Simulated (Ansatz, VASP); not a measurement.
## Rb: VASP beside Ansatz

INCAR

```
ALGO = Fast ; EDIFF = 1E-6
ENCUT = 520 ; GGA = CA
ISIF = 2 ; ISMEAR = 0
LASPH = True ; LCHARG = False
LREAL = False ; LWAVE = False
NBANDS = 10 ; NELM = 60
PREC = Accurate ; SIGMA = 0.15
```

KPOINTS

```
k-points
0
Gamma
  12 12 12
```

POSCAR

```
Rb
1.0
   -2.9769214676      2.9769214676      2.6940465770
    2.9769214676     -2.9769214676      2.6940465770
    2.6940465770      2.6940465770     -2.6940465770
Rb
1
Direct
    0.0000000000      0.0000000000      0.0000000000
```

Input for Ansatz:

```yaml
crystal:
  lattice:
    - [-2.9769214676, 2.9769214676, 2.694046577]
    - [2.9769214676, -2.9769214676, 2.694046577]
    - [2.694046577, 2.694046577, -2.694046577]
  atoms:
    - { symbol: Rb, position: [0.0, 0.0, 0.0] }
basis:
  ecutwfc: 420
kpoints:
  mp_grid: { grid: [12, 12, 12] }
hamiltonian:
  xc: lda
scf:
  occupations: { method: gaussian, width: 0.15 }
output:
  forces: true
  stress: true
  eigenvalues: true
```

Change from the starting cell: engineering shear strain xy -0.1050, equal normal strain along x and y +0.0525.

Alike in both runs: task single point; functional LDA; k mesh 12 × 12 × 12; occupations gaussian, width 0.15 eV; no spin polarisation.

```csv
,VASP,Ansatz
version,VASP 6.6.1,Ansatz 0.2.0
potentials or method,"VASP PAW LDA potentials, release 64 (Rb_sv), cutoff 520 eV","scalar-relativistic, plane waves, PAW"
valence electrons in the cell,9,9
```

|  | VASP | Ansatz | Ansatz less VASP |
| --- | --- | --- | --- |
| gap on the k mesh at the Fermi level (eV) | none | none | - |
| pressure (GPa) | -0.3 | -0.3 | 0.00 |
| traceless stress, the component that is largest in VASP (GPa) | 0.19 | 0.19 | -0.001 |

LDA's correlation is that of Perdew and Zunger in VASP and of Perdew and Wang (1992) in Ansatz. A gap of «none» marks a metal or a gap that the smearing closes.
